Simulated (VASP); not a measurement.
Here is a VASP 6.6.1 calculation.

File INCAR:

```
SYSTEM = ZnCu
PREC = Accurate
ENCUT = 820
EDIFF = 1E-7
ISMEAR = -1
SIGMA = 0.1
LREAL = .FALSE.
LASPH = .TRUE.
NELM = 120
ALGO = Normal
ISIF = 3
LWAVE = .FALSE.
LCHARG = .FALSE.
IBRION = 2
NSW = 80
EDIFFG = -0.01
GGA_COMPAT = .FALSE.
NELMIN = 4
```

The input KPOINTS:

```
regular mesh
0
G
  11 11 11
  0 0 0
```

POSCAR

```
ZnCu
1.0
    2.9450000000      0.0000000000      0.0000000000
    0.0000000000      2.9450000000      0.0000000000
    0.0000000000      0.0000000000      2.9450000000
Zn Cu
1 1
Direct
    0.5000000000      0.5000000000      0.5000000000
    0.0000000000      0.0000000000      0.0000000000
```

Potentials or basis: VASP PAW LDA potentials, release 64 (Zn, Cu_sv_GW).

Launch:

```sh
$ cat potpaw_LDA.64/Zn/POTCAR potpaw_LDA.64/Cu_sv_GW/POTCAR > POTCAR
$ mpirun -np 1 vasp_std > vasp.out
```

Estimate the relaxed volume.

11.85 Å³/atom.

What does it give for the space group after relaxing (to 0.1 Å)?

Pm-3m (No. 221).

Predict the band gap on the k mesh.

zero (an odd number of electrons rules out a gap without spin polarisation).

Step by step:
```csv
step,energy change (eV),largest force (eV/Å),pressure (GPa),volume (Å³)
1,0.0000,0.0000,-9.95,25.54
2,-0.0396,0.0000,7.29,22.72
3,-0.0615,0.0000,-0.03,23.71
```

LDA usually gives volumes a few per cent too small. Zero-point motion and thermal expansion aren't in these numbers.
